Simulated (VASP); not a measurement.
# Ge: single point with r2SCAN

Ge:

```
Ge
1.0
     1.48805   -2.59469    0.00000
     1.48805    2.59469    0.00000
     0.00000    0.00000    4.72760
Ge
2
Direct
  0.66655 0.33345 0.25000
  0.33345 0.66655 0.75000
```

| Item | Value |
| --- | --- |
| Program | VASP 6.6.1 |
| Task | single point |
| Functional | r2SCAN |
| Potentials or basis | VASP PAW PBE potentials, release 64 (Ge_d) |
| Cutoff | 520 eV |
| k mesh | 3 × 3 × 2 |
| Occupations | methfessel-paxton, width 0.1 eV |
| Spin | no spin polarisation |

- Pressure: -3.7 GPa
- Largest force: 0.058 eV/Å
- Band gap on the k mesh: zero (band 14 reaches 13.90 eV, above the bottom of band 15 at 4.42 eV)

Forces in eV/Å, atoms in the order of the input:
```
Ge   0.000 -0.058  0.000
Ge   0.000  0.058  0.000
```

Stress tensor (GPa, compression positive):
```
  6.39   0.00   0.00
  0.00   7.76   0.00
  0.00   0.00 -25.23
```

Levels at points of the mesh, in eV from the Fermi level:
| k point | band 10 | band 11 | band 12 | band 13 | band 14 | band 15 | band 16 | band 17 | band 18 | band 19 |
| --- | --- | --- | --- | --- | --- | --- | --- | --- | --- | --- |
| (0.00, 0.00, 0.00) | -25.38 | -14.12 | -7.81 | -5.91 | 6.94 | 7.08 | 9.17 | 9.29 | 10.71 | 12.10 |
| (0.00, 0.00, 0.50) | -25.41 | -12.34 | -12.34 | 1.99 | 1.99 | 8.17 | 8.17 | 8.30 | 8.30 | 13.45 |

Run time: 26 s on 1 thread of Intel Xeon 6975P-C, with other jobs on the host, peak memory 0.15 GiB.

Caveat: the k points lie up to 0.81 Å⁻¹ apart; the PAW data sets were made with another functional, which shifts forces and pressure a little.
